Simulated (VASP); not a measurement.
TiN (Osbornite): single point with PBE

Crystal: TiN (Osbornite).

```xyz
2
Lattice="0.0000 2.0904 2.0904 2.0904 0.0000 2.0904 2.0904 2.0904 0.0000" Properties=species:S:1:pos:R:3 pbc="T T T"
Ti    0.0000    0.0000    0.0000
N     2.0904    2.0904    2.0904
```

```
Program             : VASP 6.6.1
Task                : single point
Functional          : PBE
Potentials or basis : VASP PAW PBE potentials, release 64 (Ti_sv, N)
Cutoff              : 520 eV
k mesh              : 12 × 12 × 12
Occupations         : fermi-dirac, width 0.1 eV
Spin                : no spin polarisation
```

- Pressure: 15.0 GPa

Levels at points of the mesh, in eV from the Fermi level:
```
           k point  band 5  band 6  band 7  band 8  band 9  band 10  band 11  band 12  band 13  band 14
(0.00, 0.00, 0.00)  -17.34   -2.07   -2.07   -2.07   -0.63    -0.63    -0.63     0.65     0.65     5.94
(0.50, 0.00, 0.00)  -14.69   -8.33   -5.69   -5.69    1.83     1.83     2.55     6.11     6.11     6.31
(0.50, 0.50, 0.00)  -15.91   -5.90   -3.27   -3.27   -3.23     1.78     2.58     2.58     3.96    11.24
```

Run time: 10 s on 1 thread of Intel(R) Xeon(R) 6975P-C (Granite Rapids) (shared host), peak memory 0.15 GiB.
